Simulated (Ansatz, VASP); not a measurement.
Cu: VASP beside Ansatz

```
Cu
1.0
     2.58974    0.00000    0.00000
    -1.29487    2.24278    0.00000
     0.00000    0.00000    8.45598
Cu
4
Cartesian
  0.0000 0.0000 0.0000
  0.0000 0.0000 4.2280
  0.0000 1.4952 2.1140
  1.2949 0.7476 6.3420
```

Alike in both runs: functional revPBE; k mesh 14 × 14 × 4; occupations fermi-dirac, width 0.1 eV; no spin polarisation.

Ansatz relaxed the structure, and its values are those at the end. VASP's run is a single point on that final structure, the one shown.

|  | VASP | Ansatz |
| --- | --- | --- |
| version | VASP 6.6.1 | Ansatz 0.2.0 |
| potentials or method | VASP PAW PBE potentials, release 64 (Cu), cutoff 520 eV | plane waves (420 eV) with PAW, scalar-relativistic |
| valence electrons in the cell | 44 | 76 |

VASP gave:

- pressure (GPa): 0.6

Question: Estimate Ansatz's values.

Answer: Pressure (GPa): 0.0.

VASP's potentials were made for PBE, not for revPBE. With one functional, cell and mesh, what is left measures potentials, basis and numerics. VASP's potentials hold 44 valence electrons a cell and Ansatz's 76, so a difference there can come from the potentials and not from the codes.
